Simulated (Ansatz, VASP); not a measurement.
**Two plane-wave programs on Mg5Te**

INCAR

```
SYSTEM = Mg5Te
  PREC = Accurate
  ENCUT = 600
  EDIFF = 1E-6
  ISMEAR = 0
  SIGMA = 0.1
  LREAL = .False.
  LASPH = .True.
  NELM = 60
  ALGO = Normal
  ISIF = 3
  LWAVE = .False.
  LCHARG = .False.
  GGA = PE
  IBRION = 2
  NSW = 90
  EDIFFG = -0.04
```

File KPOINTS:

```
Automatic mesh
0
Gamma
  6 6 4
  0 0 0
```

File POSCAR:

```
Mg5Te
1.0
    5.2432771200      0.0000000000      0.0000000000
   -2.6216385600      4.5408111800      0.0000000000
    0.0000000000      0.0000000000      5.7064535300
Mg Te
5 1
Direct
    0.3333333300      0.6666666700      0.0000000000
    0.6666666700      0.3333333300      0.0000000000
    0.3333333300      0.6666666700      0.5000000000
    0.6666666700      0.3333333300      0.5000000000
    0.0000000000      0.0000000000      0.5000000000
    0.0000000000      0.0000000000      0.0000000000
```

Input for Ansatz:

```yaml
crystal:
  lattice:
    - [5.24327712, 0.0, 0.0]
    - [-2.62163856, 4.54081118, 0.0]
    - [0.0, 0.0, 5.70645353]
  atoms:
    - { symbol: Mg, position: [0.33333333, 0.66666667, 0.0] }
    - { symbol: Mg, position: [0.66666667, 0.33333333, 0.0] }
    - { symbol: Mg, position: [0.33333333, 0.66666667, 0.5] }
    - { symbol: Mg, position: [0.66666667, 0.33333333, 0.5] }
    - { symbol: Mg, position: [0.0, 0.0, 0.5] }
    - { symbol: Te, position: [0.0, 0.0, 0.0] }
basis:
  ecutwfc: 420
kpoints:
  mp_grid: { grid: [6, 6, 4] }
hamiltonian:
  xc: pbe
scf:
  occupations: { method: gaussian, width: 0.1 }
  lower_state_search: "off"
output:
  forces: true
  stress: true
  eigenvalues: true
relax:
  adjacent_minimum: "off"
  f_tol: 0.04
  max_steps: 70
  cell: { stress_tol: 0.4 }
```

Alike in both runs: task relaxation of cell and atoms; functional PBE; k mesh 6 × 6 × 4; occupations gaussian, width 0.1 eV; no spin polarisation.

```csv
,VASP,Ansatz
version,VASP 6.6.1,Ansatz 0.2.0
potentials or method,"VASP PAW PBE potentials, release 64 (Mg, Te), cutoff 600 eV","scalar-relativistic, plane waves, PAW"
valence electrons in the cell,16,66
```

|  | VASP | Ansatz | Ansatz less VASP |
| --- | --- | --- | --- |
| gap on the k mesh at the Fermi level, each at its own relaxed structure (eV) | none | none | - |
| relaxed volume (Å³/atom) | 26.67 | 26.61 | -0.060 |
| relaxed cell length with the largest relative difference (Å) | 6.329 | 6.311 | -0.0175 |

A gap of «none» marks a metal or a gap that the smearing closes. VASP's potentials hold 16 valence electrons a cell and Ansatz's 66, so a difference there can come from the potentials and not from the codes.

Neither program's run includes spin-orbit coupling. Noted on VASP's run: the volume moved by over 15 % at a fixed basis, so the end points are rough.
